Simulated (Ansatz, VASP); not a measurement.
**Mo: VASP beside Ansatz**

```xyz
1
Lattice="2.7082 0.0000 0.0000 -1.3541 2.3690 0.0000 0.0000 0.0000 2.5552" Properties=species:S:1:pos:R:3 pbc="T T T"
Mo    0.0000    0.0000    1.2776
```

Change from the starting cell: strain -0.0100 x Voigt [1, 0, 0, 0, 0, 0], atoms carried along.

Alike in both runs: task single point; functional PBEsol; k mesh 18 × 18 × 18; occupations gaussian, width 0.15 eV; no spin polarisation.

|  | VASP | Ansatz |
| --- | --- | --- |
| version | VASP 6.6.1 | Ansatz 0.2.0 |
| potentials or method | VASP PAW PBE potentials, release 64 (Mo_sv), cutoff 520 eV | scalar-relativistic, plane waves, PAW |
| valence electrons in the cell | 14 | 14 |

```tsv
	VASP	Ansatz	Ansatz less VASP
gap on the k mesh at the Fermi level (eV)	none	none	-
pressure (GPa)	-1.0	-1.5	-0.55
traceless stress, the component that is largest in VASP (GPa)	-5.95	-6.04	-0.088
```

VASP's potentials were made for PBE, not for PBEsol. A gap of «none» marks a metal or a gap that the smearing closes. The functional is the same, so the differences come from potentials, cutoffs and numerics.
